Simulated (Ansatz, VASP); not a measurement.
## CdPd: VASP beside Ansatz

```
Cd Pd
1.0
     2.96888    0.00000    0.00000
     0.00000    2.96888    0.00000
     0.00000    0.00000    3.61364
Cd Pd
1 1
Cartesian
  0.0000 0.0000 0.0000
  1.4844 1.4844 1.8068
```

Alike in both runs: task electric field gradients; functional LDA; k mesh 14 × 14 × 12; occupations fermi-dirac, width 0.15 eV; no spin polarisation.

```csv
,VASP,Ansatz
version,VASP 6.6.1,Ansatz 0.2.0
potentials or method,"VASP PAW LDA potentials, release 64 (Cd_sv_GW, Pd_sv_GW), cutoff 470 eV","scalar-relativistic, plane waves, PAW"
valence electrons in the cell,38,38
```

|  | VASP | Ansatz | Ansatz less VASP |
| --- | --- | --- | --- |
| gap on the k mesh at the Fermi level (eV) | none | none | - |
| size of Vzz on the site where it differs most (V/Å²) | 40.0 | 38.6 | -1.46 |

LDA's correlation is that of Perdew and Zunger in VASP and of Perdew and Wang (1992) in Ansatz. A gap of «none» marks a metal or a gap that the smearing closes.
